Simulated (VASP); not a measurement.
PPt:

```
CELL_PARAMETERS angstrom
0.00000 2.66166 2.66166
2.66166 0.00000 2.66166
2.66166 2.66166 0.00000
ATOMIC_POSITIONS crystal
Pt 0.00000 0.00000 0.00000
P 0.25000 0.25000 0.25000
```

Base run:

```yaml
Program: VASP 6.6.1
Functional: r2SCAN
Potentials_or_basis: VASP PAW PBE potentials, release 64 (Pt, P)
Cutoff: 520 eV
k_mesh: 12 × 12 × 12
Occupations: gaussian, width 0.05 eV
Spin: no spin polarisation
```

Its results: pressure -0.1 GPa.

Question: The run is repeated on the same cell with these changes: functional from r2SCAN to PBE. What comes out?

Answer: Pressure 3.0 GPa.

Caveats: the PAW data sets were made with another functional, which shifts forces and pressure a little (some runs).
